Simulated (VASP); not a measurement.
# CdS (Greenockite) (P6_3mc) in VASP: further runs, part 2 of 2

VASP 6.6.1. Earlier steps stand in the parts before.

### Step 4. Single point, PBEsol

This run uses another cell than the first one, of 21.85 Å³/atom, 1.180 times its volume.

INCAR reads:

```
PREC     = Accurate       # precision mode
ENCUT    = 520            # plane-wave cutoff, eV
EDIFF    = 1E-6           # SCF threshold, eV
ISMEAR   = -1             # smearing method
SIGMA    = 0.05           # smearing width, eV
LREAL    = F              # projectors in reciprocal space
LASPH    = T              # aspherical terms in the spheres
NELM     = 100            # most SCF steps
ALGO     = Normal         # electronic algorithm
ISIF     = 2              # what is computed and relaxed
LWAVE    = F              # write WAVECAR
LCHARG   = T              # write CHGCAR
GGA      = PS             # functional
LELF     = T              # ELF
LVHAR    = T            
NBANDS   = 26             # bands
```

KPOINTS reads:

```
regular mesh
0
Gamma
  7 7 4
```

POSCAR reads:

```
CdS
1.0
    3.9553841532      0.0000000000      0.0000000000
   -1.9776920766      3.4254631584      0.0000000000
    0.0000000000      0.0000000000      6.4510455191
Cd S
2 2
Direct
    0.6666666667      0.3333333333      0.4996937575
    0.3333333333      0.6666666667     -0.0003062425
    0.6666666667      0.3333333333      0.8753062425
    0.3333333333      0.6666666667      0.3753062425
```

Potentials or basis: VASP PAW PBE potentials, release 64 (Cd, S).

Command:

```console
cat potpaw_PBE.64/Cd/POTCAR potpaw_PBE.64/S/POTCAR > POTCAR
mpirun -np 1 vasp_std > vasp.out
```

OUTCAR:

```text
PREC = Accurate
   ENCUT = 520
   EDIFF = 1E-6
   ISMEAR = -1
   LREAL = F
   LASPH = T
   NELM = 100
   ISIF = 2
   GGA = PS

 ion  position               nearest neighbor table
   1  0.667  0.333  0.500-   4 2.42   4 2.42   4 2.42   3 2.42
   2  0.333  0.667  1.000-   3 2.42   3 2.42   3 2.42   4 2.42
   3  0.667  0.333  0.875-   2 2.42   2 2.42   2 2.42   1 2.42
   4  0.333  0.667  0.375-   1 2.42   1 2.42   1 2.42   2 2.42

  LATTYP: Found a hexagonal cell.
 ALAT       =     3.9553841532
 C/A-ratio  =     1.6309529667

  Lattice vectors:

 A1 = (   3.9553841532,   0.0000000000,   0.0000000000)
 A2 = (  -1.9776920766,   3.4254631584,   0.0000000000)
 A3 = (   0.0000000000,   0.0000000000,   6.4510455191)

Analysis of symmetry for initial positions (statically):
=====================================================================
 Subroutine PRICEL returns:
 Original cell was already a primitive cell.

 Routine SETGRP: Setting up the symmetry group for a
 hexagonal supercell.

 Subroutine GETGRP returns: Found 12 space group operations
 (whereof  6 operations were pure point group operations)
 out of a pool of 24 trial point group operations.

The static configuration has the point symmetry C_3v.
 The point group associated with its full space group is C_6v.

Analysis of symmetry for dynamics (positions and initial velocities):
=====================================================================
 Subroutine PRICEL returns:
 Original cell was already a primitive cell.

 Routine SETGRP: Setting up the symmetry group for a
 hexagonal supercell.

 Subroutine GETGRP returns: Found 12 space group operations
 (whereof  6 operations were pure point group operations)
 out of a pool of 24 trial point group operations.

The dynamic configuration has the point symmetry C_3v.
 The point group associated with its full space group is C_6v.

 Subroutine INISYM returns: Found 12 space group operations
 (whereof  6 operations are pure point group operations),
 and found     1 'primitive' translations

----------------------------------------------------------------------------------------

                                     Primitive cell

  volume of cell :      87.4054

  direct lattice vectors                    reciprocal lattice vectors
     3.955384153  0.000000000  0.000000000     0.252819944  0.145965663  0.000000000
    -1.977692077  3.425463158  0.000000000     0.000000000  0.291931325  0.000000000
     0.000000000  0.000000000  6.451045519     0.000000000  0.000000000  0.155013633

  length of vectors
     3.955384153  3.955384153  6.451045519     0.291931325  0.291931325  0.155013633

  position of ions in fractional coordinates (direct lattice)
     0.666666667  0.333333333  0.499693757
     0.333333333  0.666666667  0.999693757
     0.666666667  0.333333333  0.875306243
     0.333333333  0.666666667  0.375306243

  ion indices of the primitive-cell ions
   primitive index   ion index
                 1           1
                 2           2
                 3           3
                 4           4

----------------------------------------------------------------------------------------

 KPOINTS: regular mesh

Automatic generation of k-mesh.
 Grid dimensions read from file:
 generate k-points for:    7    7    4

 Generating k-lattice:

  Cartesian coordinates                     Fractional coordinates (reciprocal lattice)
     0.036117135  0.020852238  0.000000000     0.142857143  0.000000000  0.000000000
     0.000000000  0.041704475  0.000000000     0.000000000  0.142857143  0.000000000
     0.000000000  0.000000000  0.038753408     0.000000000  0.000000000  0.250000000

  Length of vectors
     0.041704475  0.041704475  0.038753408

  Shift w.r.t. Gamma in fractional coordinates (k-lattice)
     0.000000000  0.000000000  0.000000000

 Subroutine IBZKPT returns following result:
 ===========================================

 Found     24 irreducible k-points:

 Following reciprocal coordinates:
            Coordinates               Weight
  0.000000  0.000000  0.000000      1.000000
  0.142857  0.000000  0.000000      6.000000
  0.285714  0.000000  0.000000      6.000000
  0.428571  0.000000  0.000000      6.000000
  0.142857  0.142857  0.000000      6.000000
  0.285714  0.142857  0.000000     12.000000
[... 16 lines left out ...]
  0.428571  0.142857  0.500000      6.000000
  0.285714  0.285714  0.500000      6.000000
   k-points           NKPTS =     24   k-points in BZ     NKDIM =     24   number of bands    NBANDS=     26
   number of dos      NEDOS =    301   number of ions     NIONS =      4
   total plane-waves  NPLWV =  43200
   dimension x,y,z NGX =    30 NGY =   30 NGZ =   48
   dimension x,y,z NGXF=    60 NGYF=   60 NGZF=   96
   ions per type =               2   2
   NGX,Y,Z   is equivalent  to a cutoff of  12.61, 12.61, 12.37 a.u.
   NGXF,Y,Z  is equivalent  to a cutoff of  25.22, 25.22, 24.74 a.u.
 SYSTEM =  unknown system
   PREC   = accura    normal or accurate (medium, high low for compatibility)
   ISTART =      0    job   : 0-new  1-cont  2-samecut
   ICHARG =      2    charge: 1-file 2-atom 10-const
   ISPIN  =      1    spin polarized calculation?
   LNONCOLLINEAR =      F non collinear calculations
   LSORBIT =      F    spin-orbit coupling
   LASPH  =      T    aspherical Exc in radial PAW
   ENCUT  =  520.0 eV  38.22 Ry    6.18 a.u.   7.35  7.35 11.99*2*pi/ulx,y,z
   NELM   =    100;   NELMIN=  2; NELMDL= -5     # of ELM steps
   EDIFF  = 0.1E-05   stopping-criterion for ELM
   LREAL  =      F    real-space projection
   EDIFFG = 0.1E-04   stopping-criterion for IOM
   NSW    =      0    number of steps for IOM
   IBRION =     -1    ionic relax: 0-MD 1-quasi-New 2-CG
   NFREE  =      0    steps in history (QN), initial steepest desc. (CG)
   ISIF   =      2    stress and relaxation
   ISYM   =      2    0-nonsym 1-usesym 2-fastsym
   POTIM  = 0.5000    time-step for ionic-motion
   TEBEG  =    0.0;   TEEND  =   0.0 temperature during run
   PSTRESS=    0.0 pullay stress
   NELECT =      36.0000    total number of electrons
   NUPDOWN=      -1.0000    fix difference up-down
   EMIN   =  10.00;   EMAX   =-10.00  energy-range for DOS
   EFERMI =   0.00;   METHOD = LEGACY
   ISMEAR =    -1;   SIGMA  =   0.05  broadening in eV -4-tet -1-fermi 0-gaus
   EFERMI_NEDOS =   21; number of points for ismear=-14 and -15
   IALGO  =     38    algorithm
   IMIX   =      4    mixing-type and parameters
     AMIX     =   0.40;   BMIX     =  1.00
     AMIX_MAG =   1.60;   BMIX_MAG =  1.00
  volume/ion in A,a.u.               =      21.85       147.46
  Fermi-wavevector in a.u.,A,eV,Ry     =   1.218044  2.301769 20.186027  1.483631
  Thomas-Fermi vector in A             =   2.353344
   LORBIT       =      0    0 simple, 1 ext, 2 COOP (PROOUT), +10 PAW based schemes
   GGA     = PS    functional components
   LHFCALC =     F    Hartree Fock is set to
   AEXX    =    0.0000 exact exchange contribution
   IVDW    =     0    specifies the selected vdW correction
   LEPSILON=     F    determine dielectric tensor
   LRPA    =     F    only Hartree local field effects (RPA)
 non-spin polarized calculation
  energy-cutoff  :      520.00
  volume of cell :       87.41
 maximum number of plane-waves:      2388
 NGX is ok and might be reduce to    30
   NGX = 15   NGY = 15   NGZ = 23

 number of electron      35.9999979 magnetization

 Free energy of the ion-electron system (eV)
  ---------------------------------------------------
  ext. energy  EPLUGINS =         0.00000000
  ---------------------------------------------------
  free energy    TOTEN  =       -13.27579897 eV

  energy without entropy =      -13.27579893  energy(sigma->0) =      -13.27579895

 E-fermi :   3.1078     XC(G=0):  -9.9809

 val. band max:        2.4067727563   @ k =   0.0000   0.0000   0.0000
 cond. band min:       3.7617482322   @ k =   0.0000   0.0000   0.0000
 fundamental gap:      1.3549754759
 Fermi energy:         3.1077941010

 k-point     1 :       0.0000    0.0000    0.0000
  band No.  band energies     occupation
      1     -10.8697      2.00000
      2     -10.2907      2.00000
      3      -5.8909      2.00000
      4      -5.8742      2.00000
      5      -5.8742      2.00000
      6      -5.7570      2.00000
[... 685 lines left out ...]
     25      11.1093      0.00000
     26      11.1093      0.00000

------------------------ aborting loop because EDIFF is reached ----------------------------------------

  FORCE on cell =-STRESS in cart. coord.  units (eV):
  Direction    XX          YY          ZZ          XY          YZ          ZX
  --------------------------------------------------------------------------------------
  -------------------------------------------------------------------------------------
  Total        5.7881560      5.7881560      5.8200513      0.0000000      0.0000000      0.0000000
  in kB      106.0993521    106.0993521    106.6840064      0.0000000      0.0000000      0.0000000
  external PRESSURE =     106.2942368 kB  Pullay stress =       0.0000000 kB

 VOLUME and BASIS-vectors are now :
 -----------------------------------------------------------------------------
  energy-cutoff  :      520.00
  volume of cell :       87.41
      direct lattice vectors                 reciprocal lattice vectors
     3.955384153  0.000000000  0.000000000     0.252819944  0.145965663  0.000000000
    -1.977692077  3.425463158  0.000000000     0.000000000  0.291931325  0.000000000
     0.000000000  0.000000000  6.451045519     0.000000000  0.000000000  0.155013633

 POSITION                                       TOTAL-FORCE (eV/Angst)
 -----------------------------------------------------------------------------------
      1.97769      1.14182      3.22355        -0.000000     -0.000000      0.002341
     -0.00000      2.28364      6.44907         0.000000      0.000000      0.002341
      1.97769      1.14182      5.64664         0.000000     -0.000000     -0.002341
     -0.00000      2.28364      2.42112        -0.000000      0.000000     -0.002341
 -----------------------------------------------------------------------------------
    total drift:                               -0.000000     -0.000000     -0.000955

  FREE ENERGIE OF THE ION-ELECTRON SYSTEM (eV)
  ---------------------------------------------------
  free  energy   TOTEN  =       -13.2757989660 eV

  energy  without entropy=      -13.2757989343  energy(sigma->0) =      -13.27579895
```

It took 28 s on 1 thread of Intel Xeon 6975P-C (Granite Rapids), shared host; peak memory 0.21 GiB.

Results:

```yaml
Free_energy: -13.2758 eV
Pressure: 10.6 GPa
Band_gap_on_the_k_mesh: 1.35 eV, direct
```

Forces in eV/Å, atoms in the order of the input:
```
Cd   0.000  0.000  0.002
Cd   0.000  0.000  0.002
S    0.000  0.000 -0.002
S    0.000  0.000 -0.002
```

Levels at points of the mesh, in eV from the valence-band top:
| k point | band 14 | band 15 | band 16 | band 17 | band 18 | band 19 | band 20 | band 21 | band 22 | band 23 |
| --- | --- | --- | --- | --- | --- | --- | --- | --- | --- | --- |
| (0.00, 0.00, 0.00) | -0.98 | -0.98 | -0.08 | 0.00 | 0.00 | 1.35 | 2.82 | 6.32 | 6.32 | 6.58 |
| (0.00, 0.00, 0.50) | -2.85 | -0.51 | -0.51 | -0.51 | -0.51 | 2.98 | 2.98 | 6.18 | 6.18 | 6.70 |

Caveat: the PAW data sets were made with another functional, which shifts forces and pressure a little. As with any semilocal functional, this PBEsol gap is likely too small.

### Step 5. Overview

```tsv
cell	gap on the mesh (eV)	pressure (GPa)
a = 3.557, b = 3.557, c = 6.760 Å, angles 90.0, 90.0, 120.0°, 4 atoms	0.94	31.2
a = 3.804, b = 3.804, c = 6.417 Å, angles 90.0, 90.0, 120.0°, 4 atoms	1.42	20.9
a = 3.955, b = 3.955, c = 6.451 Å, angles 90.0, 90.0, 120.0°, 4 atoms	1.35	10.6
```

Alike in all rows: task single point; level PBEsol; potentials or basis VASP PAW PBE potentials, release 64 (Cd, S); no spin polarisation; k mesh 7 × 7 × 4; cutoff (eV) 520; smearing fermi-dirac 0.05 eV.

Caveats: the PAW data sets were made with another functional, which shifts forces and pressure a little.

Total energies depend on the potentials used, so only differences within one code and one set of settings carry meaning.
